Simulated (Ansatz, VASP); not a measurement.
Br: VASP beside Ansatz

```
Br
1.0
    -1.42349    1.42349    3.57752
     1.42349   -1.42349    3.57752
     1.42349    1.42349   -3.57752
Br
1
Cartesian
  0.0000 0.0000 0.0000
```

Alike in both runs: task relaxation of cell and atoms; functional RPBE; k mesh 13 × 13 × 13; occupations fermi-dirac, width 0.05 eV; no spin polarisation.

|  | VASP | Ansatz |
| --- | --- | --- |
| version | VASP 6.6.1 | Ansatz 0.2.0 |
| potentials or method | VASP PAW PBE potentials, release 64 (Br) | Ansatz PAW |
| plane-wave cutoff (eV) | 600 | 420 |
| valence electrons in the cell | 7 | 7 |

VASP gave:

| Property | Result |
| --- | --- |
| gap on the k mesh at the Fermi level, each at its own relaxed structure (eV) | none |
| relaxed volume (Å³/atom) | 43.63 |
| relaxed length of the cell vector where the two differ most in proportion (Å) | 5.548 |

**Question.** Estimate Ansatz's values.

**Answer.** gap on the k mesh at the Fermi level, each at its own relaxed structure (eV): none; relaxed volume (Å³/atom): 44.26; relaxed length of the cell vector where the two differ most in proportion (Å): 5.616.

VASP's potentials were made for PBE, not for RPBE. A gap of «none» marks a metal or a gap that the smearing closes.

Noted on VASP's run: the volume moved by over 15 % at a fixed basis, so the end points are rough. Noted on Ansatz's run: the volume moved by over 15 % at a fixed basis, so the end points are rough; the plane-wave basis is chosen anew once the cell has moved, so the energies of steps on either side of that aren't comparable.
